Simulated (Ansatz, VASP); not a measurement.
**Au in VASP and in Ansatz**

INCAR

```
  PREC = Accurate
  ENCUT = 520
  EDIFF = 1E-8
  ISMEAR = -1
  SIGMA = 0.05
  LREAL = False
  LASPH = True
  NELM = 100
  ALGO = Normal
  ISIF = 2
  LWAVE = False
  LCHARG = False
  GGA = PS
  LEFG = True
  NBANDS = 18
```

File KPOINTS:

```
Automatic mesh
0
Gamma
  18 18 10
```

The input POSCAR:

```
Au
1.0
    2.9000000000      0.0000000000      0.0000000000
   -1.4500000000      2.5114736710      0.0000000000
    0.0000000000      0.0000000000      4.8800000000
Au
2
Direct
    0.3333333333      0.6666666667      0.7500000000
    0.6666666667      0.3333333333      0.2500000000
```

Input for Ansatz:

```yaml
crystal:
  lattice:
    - [2.9, 0.0, 0.0]
    - [-1.45, 2.511473671, 0.0]
    - [0.0, 0.0, 4.88]
  atoms:
    - { symbol: Au, position: [0.3333333333, 0.6666666667, 0.75] }
    - { symbol: Au, position: [0.6666666667, 0.3333333333, 0.25] }
kpoints:
  mp_grid: { grid: [18, 18, 10] }
scf:
  occupations: { method: fermi_dirac, width: 0.05 }
hamiltonian:
  xc: pbesol
  pseudopotentials: { kind: paw }
output:
  forces: true
  stress: true
  populations: true
  efg: { quadrupole_moments_barn: { Au: 0.547 }, contact_densities: true }
  write_density: true
  write_potential: true
  elf: true
  volumetric_format: npy
```

Alike in both runs: task electric field gradients; functional PBEsol; k mesh 18 × 18 × 10; occupations fermi-dirac, width 0.05 eV; no spin polarisation.

```csv
,VASP,Ansatz
version,VASP 6.6.1,Ansatz 0.2.0
potentials or method,"VASP PAW PBE potentials, release 64 (Au)","plane-wave PAW, scalar-relativistic"
plane-wave cutoff (eV),520,420
valence electrons in the cell,22,38
```

```csv
,VASP,Ansatz,Ansatz less VASP
pressure (GPa),-6.6,-6.4,+0.23
size of Vzz on the site where it differs most (V/Å²),24.1,11.5,-12.63
```

VASP's potentials were made for PBE, not for PBEsol. With one functional, cell and mesh, what is left measures potentials, basis and numerics. VASP's potentials hold 22 valence electrons a cell and Ansatz's 38, so a difference there can come from the potentials and not from the codes.

Neither program's run includes spin-orbit coupling.
